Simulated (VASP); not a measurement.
The system is SrCl2.

```
Sr Cl
1.0
     0.00000    3.49772    3.49772
     3.49772    0.00000    3.49772
     3.49772    3.49772    0.00000
Sr Cl
1 2
Direct
  0.00000 0.00000 0.00000
  0.25000 0.25000 0.25000
  0.75000 0.75000 0.75000
```

Program: VASP 6.6.1. Alike in all runs: potentials or basis VASP PAW PBE potentials, release 64 (Sr_sv, Cl); no spin polarisation; cell as given; cutoff (eV) 520; smearing gaussian 0.01 eV.

Order these runs on this cell by their band gap on the k mesh, lowest first.
A. level r2SCAN; k mesh 6 × 6 × 6
B. level PBE; k mesh 4 × 4 × 4
C. level PBE0; k mesh 4 × 4 × 4; grid for exact exchange (PRECFOCK) Normal; share of exact exchange 0.25

B (5.31 eV), A (5.94 eV), C (7.32 eV).

Caveats: the structure was generated, so it needn't be the stable form of SrCl2.

A k mesh can miss the band edges.
